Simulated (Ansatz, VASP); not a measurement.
**Ir: VASP beside Ansatz**

File INCAR:

```
ALGO = Normal ; EDIFF = 1E-7
EDIFFG = -0.04 ; ENCUT = 500
GGA = PS ; GGA_COMPAT = False
IBRION = 2 ; ISIF = 3
ISMEAR = 0 ; LASPH = True
LCHARG = False ; LREAL = False
LWAVE = False ; NELM = 120
NELMIN = 4 ; NSW = 90
PREC = Accurate ; SIGMA = 0.1
```

File KPOINTS:

```
k-points
0
Gamma
  6 6 2
```

Contents of POSCAR:

```
Ir
1.0
    2.9685882496      0.0000000000      0.0000000000
   -1.4842941248      2.5708728376      0.0000000000
    0.0000000000      0.0000000000      8.0851793791
Ir
4
Direct
    0.0000000000      0.0000000000      0.2500000000
    0.0000000000      0.0000000000      0.7500000000
    0.3333333333      0.6666666667      0.7500000000
    0.6666666667      0.3333333333      0.2500000000
```

Input for Ansatz:

```yaml
crystal:
  lattice:
    - [2.9685882496, 0.0, 0.0]
    - [-1.4842941248, 2.5708728376, 0.0]
    - [0.0, 0.0, 8.0851793791]
  atoms:
    - { symbol: Ir, position: [0.0, 0.0, 0.25] }
    - { symbol: Ir, position: [0.0, 0.0, 0.75] }
    - { symbol: Ir, position: [0.3333333333, 0.6666666667, 0.75] }
    - { symbol: Ir, position: [0.6666666667, 0.3333333333, 0.25] }
basis:
  ecutwfc: 420
kpoints:
  mp_grid: { grid: [6, 6, 2] }
hamiltonian:
  xc: pbesol
scf:
  occupations: { method: gaussian, width: 0.1 }
  lower_state_search: "off"
output:
  forces: true
  stress: true
  eigenvalues: true
relax:
  adjacent_minimum: "off"
  f_tol: 0.04
  max_steps: 70
  cell: { stress_tol: 0.4 }
```

Alike in both runs: task relaxation of cell and atoms; functional PBEsol; k mesh 6 × 6 × 2; occupations gaussian, width 0.1 eV; no spin polarisation.

|  | VASP | Ansatz |
| --- | --- | --- |
| version | VASP 6.6.1 | Ansatz 0.2.0 |
| potentials or method | VASP PAW PBE potentials, release 64 (Ir), cutoff 500 eV | scalar-relativistic, plane waves, PAW |
| valence electrons in the cell | 36 | 68 |

Ansatz gave:

```
gap on the k mesh at the Fermi level, each at its own relaxed structure (eV) : none
relaxed volume (Å³/atom)                                                     : 18.49
relaxed cell length with the largest relative difference (Å)                 : 4.264
```

Q: Estimate VASP's values.

A: gap on the k mesh at the Fermi level, each at its own relaxed structure (eV): none; relaxed volume (Å³/atom): 18.51; relaxed cell length with the largest relative difference (Å): 4.266.

VASP's potentials were made for PBE, not for PBEsol. A gap of «none» marks a metal or a gap that the smearing closes. VASP's potentials hold 36 valence electrons a cell and Ansatz's 68, so a difference there can come from the potentials and not from the codes.

The k mesh is coarse, so the values compare programs but aren't converged. Neither program's run includes spin-orbit coupling. Noted on VASP's run: the volume moved by over 15 % at a fixed basis, so the end points are rough; too few bands were computed for a metal, which touches its energy and stress.
